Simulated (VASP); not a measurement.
Runs of VASP 6.6.1 on Cd3AgS4. The structure is that of space group Pm-3m (No. 221), or close to it. The cells are those of the table. 

```tsv
task	cell	k mesh	cutoff (eV)	smearing	gap on the mesh (eV)	pressure (GPa)
single point	a = 5.446 Å, 8 atoms	4 × 4 × 4	520	gaussian 0.2 eV	none	0.4
single point	a = 5.349 Å, 8 atoms	4 × 4 × 4	520	gaussian 0.1 eV	none	5.0
relaxation of cell and atoms	relaxed from a = 5.453 Å, 8 atoms	8 × 8 × 8	600	gaussian 0.1 eV	none	0.0
single point	a = 5.453 Å, 8 atoms	4 × 4 × 4	520	gaussian 0.1 eV	none	(a)
```

Alike in all rows: level PBE; potentials or basis VASP PAW PBE potentials, release 64 (Cd, Ag, S); no spin polarisation.

Question: Estimate the missing entries.

Answer: (a) 0.1.

Caveats: the relaxation stopped at its first step, so nothing moved (some runs).

A k mesh can miss the band edges, and the runs leave out spin-orbit coupling on Ag, Cd.

A gap of «none» marks levels without a gap at the run's occupations.
